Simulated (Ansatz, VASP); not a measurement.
One calculation of Ti, two programs

```
Ti
1.0
     2.93858    0.00000    0.00000
    -1.46929    2.54489    0.00000
     0.00000    0.00000    4.65043
Ti
2
Direct
  0.33333 0.66667 0.25000
  0.66667 0.33333 0.75000
```

Alike in both runs: task relaxation of cell and atoms; functional PBE; dispersion D3(BJ); k mesh 18 × 18 × 10; occupations gaussian, width 0.1 eV; no spin polarisation.

|  | VASP | Ansatz |
| --- | --- | --- |
| version | VASP 6.6.1 | Ansatz 0.2.0 |
| potentials or method | VASP PAW PBE potentials, release 64 (Ti_sv), cutoff 600 eV | scalar-relativistic, plane waves, PAW |
| valence electrons in the cell | 24 | 24 |

VASP gave:

- gap on the k mesh at the Fermi level, each at its own relaxed structure (eV): none
- relaxed volume (Å³/atom): 16.46
- relaxed cell length with the largest relative difference (Å): 4.568

Q: Estimate Ansatz's values.

A: gap on the k mesh at the Fermi level, each at its own relaxed structure (eV): none; relaxed volume (Å³/atom): 16.50; relaxed cell length with the largest relative difference (Å): 4.574.

A gap of «none» marks a metal or a gap that the smearing closes.
